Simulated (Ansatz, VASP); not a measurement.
One calculation of InSb, two programs

```
In Sb
1.0
     0.00000    3.01981    3.01981
     3.01981    0.00000    3.01981
     3.01981    3.01981    0.00000
In Sb
1 1
Direct
  0.50000 0.50000 0.50000
  0.00000 0.00000 0.00000
```

Alike in both runs: functional PBEsol; k mesh 6 × 6 × 6; occupations gaussian, width 0.1 eV; no spin polarisation.

Ansatz relaxed the structure, and its values are those at the end. VASP's run is a single point on that final structure, the one shown.

|  | VASP | Ansatz |
| --- | --- | --- |
| version | VASP 6.6.1 | Ansatz 0.2.0 |
| potentials or method | VASP PAW PBE potentials, release 64 (In_d, Sb), cutoff 500 eV | scalar-relativistic, plane waves, PAW |
| valence electrons in the cell | 18 | 28 |

Ansatz gave:

- gap on the k mesh at the Fermi level (eV): none
- pressure (GPa): -0.1

Task: Estimate VASP's values.

Result: gap on the k mesh at the Fermi level (eV): none; pressure (GPa): 0.0.

VASP's potentials were made for PBE, not for PBEsol. A gap of «none» marks a metal or a gap that the smearing closes. VASP's potentials hold 18 valence electrons a cell and Ansatz's 28, so a difference there can come from the potentials and not from the codes.

Spin-orbit coupling is off throughout.
